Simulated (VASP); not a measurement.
Wanted: the native input for a VASP 6.6.1 run.

| Quantity | Value |
| --- | --- |
| Task | single point |
| Functional | PBEsol |
| Potentials or basis | VASP PAW PBE potentials, release 64 (La, Te) |
| Cutoff | 520 eV |
| k mesh | 6 × 6 × 6 |
| Occupations | methfessel-paxton, width 0.1 eV |
| Spin | no spin polarisation |
| Dipole correction | no |
| Further INCAR settings | ALGO = Normal; EDIFF = 1e-06; NBANDS = 16 |

The structure of LaTe lies in POSCAR:

```
LaTe
1.0
    0.0000000000      3.1634470883      3.1634470883
    3.1634470883      0.0000000000      3.1634470883
    3.1634470883      3.1634470883      0.0000000000
La Te
1 1
Direct
    0.0000000000      0.0000000000      0.0000000000
    0.5000000000      0.5000000000      0.5000000000
```

These files were run (other wordings do the same):

INCAR

```
  PREC = Accurate
  ENCUT = 520
  EDIFF = 1E-6
  ISMEAR = 1
  SIGMA = 0.1
  LREAL = False
  LASPH = True
  NELM = 80
  ALGO = Normal
  ISIF = 2
  LWAVE = False
  LCHARG = True
  GGA = PS
  LELF = True
  LVHAR = True
  NBANDS = 16
```

KPOINTS

```
Automatic mesh
0
Gamma
  6 6 6
```

Potentials or basis: VASP PAW PBE potentials, release 64 (La, Te).

The run is started by

```console
$ cat potpaw_PBE.64/La/POTCAR potpaw_PBE.64/Te/POTCAR > POTCAR
$ mpirun -np 1 vasp_std > vasp.out
```

Results of the run:

```json
{
 "Pressure": "1.9 GPa"
}
```

Caveat: the PAW data sets were made with another functional, which shifts forces and pressure a little.

Wall time 12 s on 1 thread of Intel(R) Xeon(R) 6975P-C (Granite Rapids), on a shared host, peak memory 0.21 GiB.
